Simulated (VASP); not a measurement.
# Sb (P6_3/mmc) in VASP: further runs, part 2 of 2

VASP 6.6.1.

## Step 4: Single point, r2SCAN

This run uses another cell than the first one, of the same volume but with other edges.

File POSCAR:

```
Sb
1.0
    3.4639511463      0.0000000000      0.0000000000
   -1.7319755732      2.9998696902      0.0000000000
    0.0000000000      0.0000000000      5.0418017026
Sb
2
Direct
    0.3333333333      0.6666666667      0.2500000000
    0.6666666667      0.3333333333      0.7500000000
```

File INCAR.step1:

```
PREC     = Accurate       # precision mode
ENCUT    = 520            # plane-wave cutoff, eV
ISMEAR   = 0              # smearing method
SIGMA    = 0.15           # smearing width, eV
LREAL    = False          # projectors in reciprocal space
LASPH    = True           # aspherical terms in the spheres
NELM     = 80             # most SCF steps
NBANDS   = 12             # bands
GGA      = PE             # functional
ALGO     = Normal         # electronic algorithm
EDIFF    = 1E-4           # SCF threshold, eV
LWAVE    = True           # write WAVECAR
LCHARG   = False          # write CHGCAR
```

File INCAR.step2:

```
PREC     = Accurate       # precision mode
ENCUT    = 520            # plane-wave cutoff, eV
EDIFF    = 1E-6           # SCF threshold, eV
ISMEAR   = 0              # smearing method
SIGMA    = 0.15           # smearing width, eV
LREAL    = False          # projectors in reciprocal space
LASPH    = True           # aspherical terms in the spheres
NELM     = 80             # most SCF steps
ALGO     = Normal         # electronic algorithm
ISIF     = 2              # what is computed and relaxed
LWAVE    = False          # write WAVECAR
LCHARG   = False          # write CHGCAR
METAGGA  = R2SCAN         # meta-GGA
LMIXTAU  = True         
NBANDS   = 12             # bands
ISTART   = 1
```

File KPOINTS:

```
Automatic mesh
0
Gamma
  18 18 10
```

Potentials or basis: VASP PAW PBE potentials, release 64 (Sb).

Started as:

```sh
> cat potpaw_PBE.64/Sb/POTCAR > POTCAR
> cp INCAR.step1 INCAR
> mpirun -np 1 vasp_std > vasp.out
> cp INCAR.step2 INCAR
> mpirun -np 1 vasp_std > vasp.out
```

OUTCAR:

```text
PREC = Accurate
   ENCUT = 520
   EDIFF = 1E-6
   ISMEAR = 0
   LREAL = False
   LASPH = True
   NELM = 80
   ISIF = 2
   METAGGA = R2SCAN
   ISTART = 1

 ion  position               nearest neighbor table
   1  0.333  0.667  0.250-   2 3.22   2 3.22   2 3.22   2 3.22   2 3.22   2 3.22
   2  0.667  0.333  0.750-   1 3.22   1 3.22   1 3.22   1 3.22   1 3.22   1 3.22

  LATTYP: Found a hexagonal cell.
 ALAT       =     3.4639511463
 C/A-ratio  =     1.4555060073

  Lattice vectors:

 A1 = (   3.4639511463,   0.0000000000,   0.0000000000)
 A2 = (  -1.7319755732,   2.9998696902,   0.0000000000)
 A3 = (   0.0000000000,   0.0000000000,   5.0418017026)

Analysis of symmetry for initial positions (statically):
[... 35 lines left out ...]
                                     Primitive cell

  volume of cell :      52.3914

  direct lattice vectors                    reciprocal lattice vectors
     3.463951146  0.000000000  0.000000000     0.288687674  0.166673906  0.000000000
    -1.731975573  2.999869690  0.000000000     0.000000000  0.333347813  0.000000000
     0.000000000  0.000000000  5.041801703     0.000000000  0.000000000  0.198341795

  length of vectors
     3.463951146  3.463951146  5.041801703     0.333347813  0.333347813  0.198341795

  position of ions in fractional coordinates (direct lattice)
[... 134 lines left out ...]

 k-point     1 :       0.0000    0.0000    0.0000
  band No.  band energies     occupation
      1      -5.0135      2.00000
      2       0.4559      2.00000
      3       2.7593      2.00000
      4      11.3174      0.00000
      5      11.3174      0.00000
      6      13.6038      0.00000
      7      13.6038      0.00000
      8      15.7529      0.00000
      9      16.1370      0.00000
     10      17.8419      0.00000
     11      18.9094      0.00000
     12      18.9094      0.00000
[... 331 lines left out ...]
 k-point    24 :       0.3889    0.1111    0.0000
  band No.  band energies     occupation
      1      -1.7135      2.00000
      2       0.5125      2.00000
      3       4.7892      2.00000
      4       6.0820      2.00000
      5       6.7082      2.00000
      6       7.6598      2.00000
      7       9.0606      0.00285
      8      11.8415      0.00000
      9      14.4245      0.00000
     10      15.2217      0.00000
     11      19.7302      0.00000
     12      20.0845      0.00000

 [... further k-points ...]
[... 5 lines left out ...]
  --------------------------------------------------------------------------------------
  -------------------------------------------------------------------------------------
  Total        0.8181754      0.8181754      0.6991704     -0.0000000      0.0000000      0.0000000
  in kB       25.0205649     25.0205649     21.3812811     -0.0000000      0.0000000      0.0000000
  external PRESSURE =      23.8074703 kB  Pullay stress =       0.0000000 kB

 VOLUME and BASIS-vectors are now :
 -----------------------------------------------------------------------------
  energy-cutoff  :      520.00
  volume of cell :       52.39
      direct lattice vectors                 reciprocal lattice vectors
     3.463951146  0.000000000  0.000000000     0.288687674  0.166673906  0.000000000
    -1.731975573  2.999869690  0.000000000     0.000000000  0.333347813  0.000000000
     0.000000000  0.000000000  5.041801703     0.000000000  0.000000000  0.198341795

 POSITION                                       TOTAL-FORCE (eV/Angst)
 -----------------------------------------------------------------------------------
     -0.00000      1.99991      1.26045         0.000000     -0.000000      0.000000
      1.73198      0.99996      3.78135        -0.000000      0.000000      0.000000
 -----------------------------------------------------------------------------------
    total drift:                               -0.000000      0.000000      0.000000

  FREE ENERGIE OF THE ION-ELECTRON SYSTEM (eV)
  ---------------------------------------------------
  free  energy   TOTEN  =       -50.5543004295 eV

  energy  without entropy=      -50.5398309829  energy(sigma->0) =      -50.54706571
```

OSZICAR.step1:

```text
N       E                     dE             d eps       ncg     rms          rms(c)
DAV:   1     0.342735428671E+02    0.34274E+02   -0.36292E+03  5328   0.664E+02
DAV:   2    -0.597689296130E+01   -0.40250E+02   -0.39045E+02  6936   0.109E+02
DAV:   3    -0.769193987763E+01   -0.17150E+01   -0.16931E+01  6712   0.248E+01
DAV:   4    -0.770461328520E+01   -0.12673E-01   -0.12671E-01  6096   0.258E+00
DAV:   5    -0.770474709166E+01   -0.13381E-03   -0.13380E-03  6452   0.290E-01    0.260E+00
DAV:   6    -0.769887546249E+01    0.58716E-02   -0.30385E-03  5980   0.292E-01    0.149E+00
DAV:   7    -0.769569526637E+01    0.31802E-02   -0.61732E-03  5744   0.416E-01    0.451E-02
DAV:   8    -0.769571838342E+01   -0.23117E-04   -0.10400E-04  4856   0.743E-02
   1 F= -.76957184E+01 E0= -.76881137E+01  d E =-.152093E-01
```

It took 5 min on 1 thread of Intel Xeon Platinum 8375C at 2.90GHz (Ice Lake), shared host; peak memory 0.27 GiB.

What came out:

```
Free energy            : -50.5543 eV
Pressure               : 2.4 GPa
Band gap on the k mesh : zero (band 5 reaches 12.48 eV, above the bottom of band 6 at 5.39 eV)
```

Caveat: the PAW data sets were made with another functional, which shifts forces and pressure a little; spin-orbit coupling is left out, which moves the levels of the heavy elements.

## Step 5: Single point, r2SCAN

This run uses another cell than the first one, of the same volume but with other edges.

File POSCAR:

```
Sb
1.0
    3.2636492063      0.0000000000      0.0000000000
   -1.6318246032      2.8264031217      0.0000000000
    0.0000000000      0.0000000000      5.6796599220
Sb
2
Direct
    0.3333333333      0.6666666667      0.2500000000
    0.6666666667      0.3333333333      0.7500000000
```

File INCAR.step1:

```
SYSTEM = Sb
PREC = Accurate ; ENCUT = 520
ISMEAR = 0 ; SIGMA = 0.15
LREAL = .False. ; LASPH = .True.
NELM = 100 ; NBANDS = 12
GGA = PE ; ALGO = Normal
EDIFF = 1E-4 ; LWAVE = .True.
LCHARG = .False.
```

File INCAR.step2:

```
SYSTEM = Sb
PREC = Accurate ; ENCUT = 520
EDIFF = 1E-6 ; ISMEAR = 0
SIGMA = 0.15 ; LREAL = .False.
LASPH = .True. ; NELM = 100
ALGO = Normal ; ISIF = 2
LWAVE = .False. ; LCHARG = .False.
METAGGA = R2SCAN ; LMIXTAU = .True.
NBANDS = 12 ; ISTART = 1
```

File KPOINTS:

```
Automatic mesh
0
Gamma
  18 18 10
  0 0 0
```

Started as:

```sh
> cat potpaw_PBE.64/Sb/POTCAR > POTCAR
> cp INCAR.step1 INCAR
> mpirun -np 1 vasp_std > vasp.out
> cp INCAR.step2 INCAR
> mpirun -np 1 vasp_std > vasp.out
```

It took 2.5 min on 1 thread of Intel Xeon Platinum 8375C at 2.90GHz (Ice Lake), shared host; peak memory 0.26 GiB.

It converged, with:

```yaml
Free_energy: -50.5391 eV
Pressure: 2.7 GPa
Band_gap_on_the_k_mesh: zero (band 5 reaches 14.30 eV, above the bottom of band 6 at 5.24 eV)
```

Stress tensor (GPa, compression positive):
```
3.62 0.00 0.00
0.00 3.62 0.00
0.00 0.00 0.85
```

Levels at points of the mesh, in eV from the Fermi level:
```csv
k point,band 1,band 2,band 3,band 4,band 5,band 6,band 7,band 8,band 9,band 10
"(0.00, 0.00, 0.00)",-13.89,-10.36,-6.49,4.62,4.62,4.72,6.18,6.18,9.04,9.21
"(0.50, 0.00, 0.00)",-9.67,-8.38,-5.00,-3.96,-2.48,-0.17,0.85,3.87,5.16,8.10
"(0.00, 0.00, 0.50)",-12.71,-12.71,-1.67,-1.67,5.39,5.39,5.39,5.39,10.00,10.00
"(0.50, 0.00, 0.50)",-8.79,-8.79,-5.91,-5.91,1.46,1.46,2.02,2.02,6.23,6.23
```

Caveat: the PAW data sets were made with another functional, which shifts forces and pressure a little; spin-orbit coupling is left out, which moves the levels of the heavy elements.

## Step 6: The runs side by side

| cell | gap on the mesh (eV) | pressure (GPa) |
| --- | --- | --- |
| a = 3.557, b = 3.557, c = 4.783 Å, angles 90.0, 90.0, 120.0°, 2 atoms | none | 3.5 |
| a = 3.170, b = 3.170, c = 6.019 Å, angles 90.0, 90.0, 120.0°, 2 atoms | none | 4.4 |
| a = 3.464, b = 3.464, c = 5.042 Å, angles 90.0, 90.0, 120.0°, 2 atoms | none | 2.4 |
| a = 3.264, b = 3.264, c = 5.680 Å, angles 90.0, 90.0, 120.0°, 2 atoms | none | 2.7 |

Alike in all rows: task single point; level r2SCAN; potentials or basis VASP PAW PBE potentials, release 64 (Sb); no spin polarisation; k mesh 18 × 18 × 10; cutoff (eV) 520; smearing gaussian 0.15 eV.

Caveats: the PAW data sets were made with another functional, which shifts forces and pressure a little; spin-orbit coupling is left out, which moves the levels of the heavy elements.

Absolute energies hang on the potentials; compare differences alone.
